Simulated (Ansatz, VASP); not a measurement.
## Cu: VASP beside Ansatz

File INCAR:

```
SYSTEM = Cu
PREC = Accurate ; ENCUT = 520
EDIFF = 1E-6 ; ISMEAR = 0
SIGMA = 0.15 ; LREAL = .FALSE.
LASPH = .TRUE. ; NELM = 80
ALGO = Fast ; ISIF = 2
LWAVE = .FALSE. ; LCHARG = .FALSE.
GGA = PS ; NBANDS = 12
```

The input KPOINTS:

```
Automatic mesh
0
G
  24 24 24
  0 0 0
```

Contents of POSCAR:

```
Cu
1.0
    0.0000000000      1.9635717341      1.5315859526
    1.9635717341      0.0000000000      1.5315859526
    1.9635717341      1.9635717341      0.0000000000
Cu
1
Direct
    0.0000000000      0.0000000000      0.0000000000
```

Input for Ansatz:

```yaml
crystal:
  lattice:
    - [0.0, 1.9635717341, 1.5315859526]
    - [1.9635717341, 0.0, 1.5315859526]
    - [1.9635717341, 1.9635717341, 0.0]
  atoms:
    - { symbol: Cu, position: [0.0, 0.0, 0.0] }
basis:
  ecutwfc: 420
kpoints:
  mp_grid: { grid: [24, 24, 24] }
hamiltonian:
  xc: pbesol
scf:
  occupations: { method: gaussian, width: 0.15 }
output:
  forces: true
  stress: true
  eigenvalues: true
```

Alike in both runs: task single point; functional PBEsol; k mesh 24 × 24 × 24; occupations gaussian, width 0.15 eV; no spin polarisation.

```csv
,VASP,Ansatz
version,VASP 6.6.1,Ansatz 0.2.0
potentials or method,"VASP PAW PBE potentials, release 64 (Cu), cutoff 520 eV","scalar-relativistic, plane waves, PAW"
valence electrons in the cell,11,19
```

Ansatz gave:

* gap on the k mesh at the Fermi level (eV): none
* pressure (GPa): -5.9
* traceless stress, the component that is largest in VASP (GPa): 1.44

Q: What did VASP give for the same quantities?

A: gap on the k mesh at the Fermi level (eV): none; pressure (GPa): -5.3; traceless stress, the component that is largest in VASP (GPa): 1.42.

VASP's potentials were made for PBE, not for PBEsol. A gap of «none» marks a metal or a gap that the smearing closes. VASP's potentials hold 11 valence electrons a cell and Ansatz's 19, so a difference there can come from the potentials and not from the codes.
